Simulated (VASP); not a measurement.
# ScAl3 (R-3m) in VASP: a series of runs, part 2 of 2

VASP 6.6.1. Earlier steps stand in the parts before.

## Step 4: Single point, PBE

This run uses another cell than the first one, of the same volume but with other edges.

Input file INCAR:

```
ALGO = Fast
EDIFF = 1E-7
ENCUT = 520
GGA = PE
ISIF = 2
ISMEAR = 0
LASPH = T
LCHARG = F
LREAL = F
LWAVE = F
NBANDS = 18
NELM = 80
PREC = Accurate
SIGMA = 0.15
```

Input file KPOINTS:

```
k-points
0
Gamma
  14 14 14
```

Input file POSCAR:

```
ScAl3
1.0
    4.1614200574      0.5003466931      0.5003466931
    0.5003466931      4.1614200574      0.5003466931
    0.5003466931      0.5003466931      4.1614200574
Sc Al
1 3
Direct
    0.0000000000      0.0000000000      0.0000000000
    0.5000000000      0.0000000000      0.5000000000
    0.0000000000      0.5000000000      0.5000000000
    0.5000000000      0.5000000000      0.0000000000
```

Potentials or basis: VASP PAW PBE potentials, release 64 (Sc_sv, Al).

Started as:

```
$ cat potpaw_PBE.64/Sc_sv/POTCAR potpaw_PBE.64/Al/POTCAR > POTCAR
$ mpirun -np 1 vasp_std > vasp.out
```

OUTCAR:

```text
EDIFF = 1E-7
   ENCUT = 520
   GGA = PE
   ISIF = 2
   ISMEAR = 0
   LASPH = T
   LREAL = F
   NELM = 80
   PREC = Accurate

 ion  position               nearest neighbor table
   1  0.000  0.000  0.000-   2 2.59   3 2.59   3 2.59   4 2.59   2 2.59   4 2.59   2 3.33   3 3.33
                             3 3.33   4 3.33   2 3.33   4 3.33
   2  0.500  0.000  0.500-   1 2.59   4 2.59   3 2.59   4 2.59   1 2.59   3 2.59   1 3.33   4 3.33
                             3 3.33   4 3.33   1 3.33   3 3.33
   3  0.000  0.500  0.500-   1 2.59   4 2.59   1 2.59   2 2.59   2 2.59   4 2.59   1 3.33   1 3.33
                             2 3.33   4 3.33   4 3.33   2 3.33
   4  0.500  0.500  0.000-   2 2.59   3 2.59   1 2.59   2 2.59   1 2.59   3 2.59   1 3.33   2 3.33
                             2 3.33   3 3.33   3 3.33   1 3.33

  LATTYP: Found a trigonal (rhomboedric) cell.
 ALAT       =     4.2211503788
 COS(alpha) =     0.2477620922

  Lattice vectors:

 A1 = (   4.1614200574,   0.5003466931,   0.5003466931)
 A2 = (   0.5003466931,   4.1614200574,   0.5003466931)
[... 180 lines left out ...]

 E-fermi :   6.6791     XC(G=0): -10.2672

 val. band max:        6.6751940241   @ k =   0.3571   0.2143   0.0714
 cond. band min:       6.6810908383   @ k =  -0.0714   0.1429   0.0714
 fundamental gap:      0.0058968141
 Fermi energy:         6.6791091334

 k-point     1 :       0.0000    0.0000    0.0000
  band No.  band energies     occupation
      1     -41.7906      2.00000
      2     -20.6522      2.00000
      3     -20.4922      2.00000
      4     -20.4922      2.00000
      5      -2.8787      2.00000
      6       4.2955      2.00000
[... 481 lines left out ...]
      5      -2.0890      2.00000
      6       2.0172      2.00000
[... 10 lines left out ...]
     17      12.1299      0.00000
     18      12.2884      0.00000

 [... further k-points ...]

------------------------ aborting loop because EDIFF is reached ----------------------------------------

  FORCE on cell =-STRESS in cart. coord.  units (eV):
  Direction    XX          YY          ZZ          XY          YZ          ZX
  --------------------------------------------------------------------------------------
  -------------------------------------------------------------------------------------
  Total        7.3775489      7.3775489      7.3775489     -7.4384468     -7.4384468     -7.4384468
  in kB      170.8355588    170.8355588    170.8355588   -172.2457183   -172.2457183   -172.2457183
  external PRESSURE =     170.8355588 kB  Pullay stress =       0.0000000 kB

 VOLUME and BASIS-vectors are now :
 -----------------------------------------------------------------------------
  energy-cutoff  :      520.00
  volume of cell :       69.19
      direct lattice vectors                 reciprocal lattice vectors
     4.161420057  0.500346693  0.500346693     0.246668995 -0.026474944 -0.026474944
     0.500346693  4.161420057  0.500346693    -0.026474944  0.246668995 -0.026474944
     0.500346693  0.500346693  4.161420057    -0.026474944 -0.026474944  0.246668995

 POSITION                                       TOTAL-FORCE (eV/Angst)
 -----------------------------------------------------------------------------------
      0.00000      0.00000      0.00000         0.000000      0.000000      0.000000
      2.33088      0.50035      2.33088        -0.000000     -0.000000     -0.000000
      0.50035      2.33088      2.33088        -0.000000      0.000000      0.000000
      2.33088      2.33088      0.50035         0.000000      0.000000     -0.000000
 -----------------------------------------------------------------------------------
    total drift:                               -0.000000     -0.000000      0.000000

  FREE ENERGIE OF THE ION-ELECTRON SYSTEM (eV)
  ---------------------------------------------------
  free  energy   TOTEN  =       -16.8127579560 eV

  energy  without entropy=      -16.7846990130  energy(sigma->0) =      -16.79872848
```

Wall time 7 min (1 thread of Oxide Virtual Turin-like, shared host); peak memory 0.4 GiB.

Results:

```
Free energy            : -16.8128 eV
Pressure               : 17.1 GPa
Band gap on the k mesh : zero (bands 10 and 11 overlap by 1.82 eV)
```

Stress tensor (GPa, compression positive):
```
 17.08 -17.22 -17.22
-17.22  17.08 -17.22
-17.22 -17.22  17.08
```

Levels at points of the mesh, in eV from the Fermi level:
| k point | band 8 | band 9 | band 10 | band 11 | band 12 | band 13 |
| --- | --- | --- | --- | --- | --- | --- |
| (0.00, 0.00, 0.00) | -2.07 | -0.48 | -0.48 | 1.09 | 1.09 | 1.26 |
| (0.50, 0.00, 0.00) | -1.01 | -0.53 | -0.48 | 0.55 | 0.88 | 2.61 |
| (0.50, 0.50, 0.00) | -3.68 | -1.52 | 0.02 | 0.07 | 2.36 | 2.69 |
| (0.50, 0.50, 0.50) | -3.13 | -3.13 | -1.37 | -1.37 | 1.88 | 2.44 |

Caveat: the cell stands under pressure.

## Step 5: Single point, PBE

This run uses another cell than the first one, of the same volume but with other edges.

Input file INCAR:

```
SYSTEM = ScAl3
ALGO = Fast
EDIFF = 1E-6
ENCUT = 520
GGA = PE
ISIF = 2
ISMEAR = 0
LASPH = .True.
LCHARG = .False.
LREAL = .False.
LWAVE = .False.
NBANDS = 18
NELM = 80
PREC = Accurate
SIGMA = 0.15
```

Input file KPOINTS:

```
k-points
0
Gamma
  14 14 14
  0 0 0
```

Input file POSCAR:

```
ScAl3
1.0
    4.2184199525     -0.6489876850     -0.6489876850
   -0.6489876850      4.2184199525     -0.6489876850
   -0.6489876850     -0.6489876850      4.2184199525
Sc Al
1 3
Direct
    0.0000000000      0.0000000000      0.0000000000
    0.5000000000      0.0000000000      0.5000000000
    0.0000000000      0.5000000000      0.5000000000
    0.5000000000      0.5000000000      0.0000000000
```

Started as:

```
$ cat potpaw_PBE.64/Sc_sv/POTCAR potpaw_PBE.64/Al/POTCAR > POTCAR
$ mpirun -np 1 vasp_std > vasp.out
```

It took 6.8 min on 1 thread of Oxide Virtual Turin-like, shared host; peak memory 0.41 GiB.

The run converged. Its results:

```yaml
Free_energy: -15.6451 eV
Pressure: 16.0 GPa
Band_gap_on_the_k_mesh: zero (bands 10 and 11 overlap by 0.48 eV)
```

Stress tensor (GPa, compression positive):
```
15.96  9.11  9.11
 9.11 15.96  9.11
 9.11  9.11 15.96
```

Levels at points of the mesh, in eV from the Fermi level:
| k point | band 6 | band 7 | band 8 | band 9 | band 10 | band 11 | band 12 | band 13 | band 14 | band 15 |
| --- | --- | --- | --- | --- | --- | --- | --- | --- | --- | --- |
| (0.00, 0.00, 0.00) | -1.66 | -1.66 | -1.43 | -1.43 | -0.02 | 0.09 | 0.09 | 0.46 | 0.74 | 2.98 |
| (0.50, 0.00, 0.00) | -6.99 | -2.70 | -1.77 | -1.39 | -0.07 | -0.03 | 1.07 | 2.31 | 2.56 | 3.75 |
| (0.50, 0.50, 0.00) | -6.67 | -3.43 | -3.09 | -1.51 | -0.79 | -0.11 | 1.58 | 2.26 | 3.14 | 3.56 |
| (0.50, 0.50, 0.50) | -5.91 | -4.08 | -3.76 | -3.76 | -1.79 | 1.11 | 2.06 | 2.06 | 2.26 | 3.30 |

Caveat: the cell stands under pressure.

## Step 6: Overview

```tsv
cell	further INCAR settings	gap on the mesh (eV)	pressure (GPa)
a = 4.608 Å, angles 60.0°, 4 atoms	ALGO = Fast; EDIFF = 1e-07; NBANDS = 18	none	59.7
a = 4.204 Å, angles 101.4°, 4 atoms	ALGO = Fast; EDIFF = 1e-06; NBANDS = 18	none	10.4
a = 4.221 Å, angles 75.7°, 4 atoms	ALGO = Fast; EDIFF = 1e-07; NBANDS = 18	none	17.1
a = 4.317 Å, angles 105.7°, 4 atoms	ALGO = Fast; EDIFF = 1e-06; NBANDS = 18	none	16.0
```

Alike in all rows: task single point; level PBE; potentials or basis VASP PAW PBE potentials, release 64 (Sc_sv, Al); no spin polarisation; k mesh 14 × 14 × 14; cutoff (eV) 520; smearing gaussian 0.15 eV.

Caveats: the cell stands under pressure.

Total energies depend on the potentials used, so only differences within one code and one set of settings carry meaning.
